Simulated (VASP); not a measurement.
Set up this calculation in VASP 6.6.1, as the native input.

```
Task                   : single point
Functional             : PBE
Potentials or basis    : VASP PAW PBE potentials, release 64 (C, H)
Cutoff                 : 520 eV
k mesh                 : 5 × 5 × 1
Occupations            : gaussian, width 0.05 eV
Spin                   : no spin polarisation
Dipole correction      : yes
Further INCAR settings : LREAL = Auto; ALGO = Normal; EDIFF = 1e-06; NBANDS = 84
```

The structure of H2C7 lies in POSCAR:

```
H2C7
1.0
    5.0508284795      0.0000000000      0.0000000000
    0.0000000000      5.0508284795      0.0000000000
    0.0000000000      0.0000000000     18.8596184069
C H
28 8
Direct
    0.5000000000      0.5000000000      0.2466861049
    0.5000000000      0.0000000000      0.2466861049
    0.0000000000      0.5000000000      0.2466861049
    0.0000000000      0.0000000000      0.2466861049
    0.7500000000      0.5000000000      0.2940289910
    0.7500000000      0.0000000000      0.2940289910
    0.2500000000      0.5000000000      0.2940289910
    0.2500000000      0.0000000000      0.2940289910
    0.7500000000      0.7500000000      0.3413718772
    0.7500000000      0.2500000000      0.3413718772
    0.2500000000      0.7500000000      0.3413718772
    0.2500000000      0.2500000000      0.3413718772
   -0.0006549342      0.7500000000      0.3924508183
    0.0003135373      0.2500000000      0.3928338701
    0.4998793937      0.7500000000      0.3848351971
    0.5003974562      0.2500000000      0.3855113755
   -0.0002195550     -0.0020955332      0.4429982683
   -0.0002195550      0.5020955332      0.4429982683
    0.4999097304     -0.0043265111      0.4296082008
    0.4999097304      0.5043265111      0.4296082008
    0.2676828289     -0.0043511422      0.4857666975
    0.2676828289      0.5043511422      0.4857666975
    0.7317847737     -0.0012411381      0.4858400915
    0.7317847737      0.5012411381      0.4858400915
    0.3649727624      0.2500000000      0.5141925563
    0.3612672723      0.7500000000      0.5293042088
    0.6365189204      0.2500000000      0.5209872045
    0.6354747033      0.7500000000      0.5223122657
    0.5000000000      0.6422973790      0.2067119476
    0.5000000000      0.3577026210      0.2067119476
    0.5000000000      0.1422973790      0.2067119476
    0.5000000000     -0.1422973790      0.2067119476
    0.0000000000      0.3577812996      0.2066501452
    0.0000000000      0.6422187004      0.2066501452
    0.0000000000     -0.1422187004      0.2066501452
    0.0000000000      0.1422187004      0.2066501452
```

These files were run (other wordings do the same):

INCAR

```
ALGO = Normal
DIPOL = 0.5 0.5 0.348
EDIFF = 1E-6
ENCUT = 520
GGA = PE
IDIPOL = 3
ISIF = 2
ISMEAR = 0
LASPH = True
LCHARG = True
LDIPOL = True
LELF = True
LREAL = Auto
LVACPOTAV = True
LVHAR = True
LWAVE = False
NBANDS = 84
NELM = 80
PREC = Accurate
SIGMA = 0.05
```

KPOINTS

```
k-points
0
Gamma
  5 5 1
```

Potentials or basis: VASP PAW PBE potentials, release 64 (C, H).

Command:

```bash
$ cat potpaw_PBE.64/C/POTCAR potpaw_PBE.64/H/POTCAR > POTCAR
$ mpirun -np 1 vasp_std > vasp.out
```

Results of the run:

The largest force is 2.443 eV/Å and the band gap on the k mesh is 1.24 eV.

It took 22 min on 1 thread of Intel Xeon 8259CL, with other jobs on the host, peak memory 0.63 GiB.
